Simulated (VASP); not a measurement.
**AlNi3: single point with PBE**

AlNi3:

```
Al Ni
1.0
     0.00000    2.71758    2.71758
     2.71758    0.00000    2.71758
     2.71758    2.71758    0.00000
Al Ni
1 3
Direct
  0.50000 0.50000 0.50000
  0.25000 0.25000 0.25000
  0.00000 0.00000 0.00000
  0.75000 0.75000 0.75000
```

```json
{
 "Program": "VASP 6.6.1",
 "Task": "single point",
 "Functional": "PBE",
 "Potentials or basis": "VASP PAW PBE potentials, release 64 (Al, Ni)",
 "Cutoff": "520 eV",
 "k mesh": "14 × 14 × 14",
 "Occupations": "gaussian, width 0.15 eV",
 "Spin": "collinear spin, ferromagnetic start",
 "Starting moments": "[0.0, 0.5, 0.5, 0.5] μB",
 "Fixed moment": "1.5 μB"
}
```

```json
{
  "Pressure": "33.0 GPa",
  "Net moment": "1.50 μB per cell",
  "Site moments": "Al +0.02; Ni +0.43, +0.57 (each value once) μB",
  "Valence electrons inside the program's atomic spheres": "Al 0.89; Ni 9.64, 9.57 (each value once)"
}
```

Run time: 4.5 min on 1 thread of Intel(R) Xeon(R) Platinum 8488C (Sapphire Rapids), on a shared host, peak memory 0.3 GiB.

Caveat: the cell stands under pressure; the total moment is fixed, so each spin has its own Fermi level.
